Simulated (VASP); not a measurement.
Crystal: Ba.

```xyz
2
Lattice="6.9961 0.0000 0.0000 -3.4980 6.0588 0.0000 0.0000 0.0000 3.9094" Properties=species:S:1:pos:R:3 pbc="T T T"
Ba    0.0000    4.0392    1.9547
Ba    3.4980    2.0196    1.9547
```

Base run:

```yaml
Program: VASP 6.6.1
Functional: PBEsol
Potentials_or_basis: VASP PAW PBE potentials, release 64 (Ba_sv)
Cutoff: 520 eV
k_mesh: 3 × 3 × 5
Occupations: methfessel-paxton, width 0.05 eV
Spin: no spin polarisation
```

Its results: band gap on the k mesh zero (band 10 reaches 1.18 eV, above the bottom of band 11 at 0.14 eV); pressure -0.5 GPa.

**Question.** The run is repeated on the same cell with these changes: k mesh from 3 × 3 × 5 to 2 × 2 × 3. What comes out?

**Answer.** Band gap on the k mesh zero (band 10 reaches 0.55 eV, above the bottom of band 11 at 0.30 eV); pressure 0.4 GPa.

Caveats: some runs use coarse meshes; the PAW data sets were made with another functional, which shifts forces and pressure a little; spin-orbit coupling is left out, which moves the levels of the heavy elements.
